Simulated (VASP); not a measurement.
Set up this calculation in VASP 6.6.1, as the native input.

* Task: single point
* Functional: PBE
* Potentials or basis: VASP PAW PBE potentials, release 64 (H, Pb_d, N, O)
* Cutoff: 520 eV
* k mesh: 6 × 6 × 4
* Occupations: fermi-dirac, width 0.05 eV
* Spin: no spin polarisation
* Dipole correction: no
* Further INCAR settings: ALGO = Normal; EDIFF = 1e-06; NBANDS = 57

The structure of HPbNO4 lies in POSCAR:

```
HPbNO4
1.0
    4.9245300000      0.0000000000      0.0000000000
    0.0000000000      5.5972000000      0.0000000000
    0.0000000000      0.0000000000      7.2434700000
H Pb N O
2 2 2 8
Direct
    0.0000000000      0.5000000000      0.1931700000
    0.5000000000      0.0000000000      0.8068300000
    0.5000000000      0.5000000000      0.9525700000
    0.0000000000      0.0000000000      0.0474300000
    0.0000000000      0.0000000000      0.6365400000
    0.5000000000      0.5000000000      0.3634600000
    0.0000000000      0.5000000000      0.0586000000
    0.5000000000      0.0000000000      0.9414000000
    0.0000000000      0.1956900000      0.7299500000
    0.0000000000      0.8043100000      0.7299500000
    0.0000000000      0.0000000000      0.4675000000
    0.5000000000      0.6956900000      0.2700500000
    0.5000000000      0.3043100000      0.2700500000
    0.5000000000      0.5000000000      0.5325000000
```

One way to write it, as run:

INCAR

```
SYSTEM = HPbNO4
ALGO = Normal
EDIFF = 1E-6
ENCUT = 520
GGA = PE
ISIF = 2
ISMEAR = -1
LASPH = .TRUE.
LCHARG = .FALSE.
LREAL = .FALSE.
LWAVE = .FALSE.
NBANDS = 57
NELM = 100
PREC = Accurate
SIGMA = 0.05
```

KPOINTS

```
k-points
0
G
  6 6 4
  0 0 0
```

Potentials or basis: VASP PAW PBE potentials, release 64 (H, Pb_d, N, O).

Run with:

```console
$ cat potpaw_PBE.64/H/POTCAR potpaw_PBE.64/Pb_d/POTCAR potpaw_PBE.64/N/POTCAR potpaw_PBE.64/O/POTCAR > POTCAR
$ mpirun -np 1 vasp_std > vasp.out
```

Results of the run:

The pressure is 0.7 GPa. The largest force is 0.568 eV/Å. The band gap on the k mesh is 2.74 eV (least direct gap 2.81 eV).

Caveat: the standard files for N, O and F lose accuracy on very short bonds; spin-orbit coupling is left out, which moves the levels of the heavy elements.

It took 14 min on 1 thread of Intel Xeon 8259CL, on a shared host, peak memory 0.53 GiB.
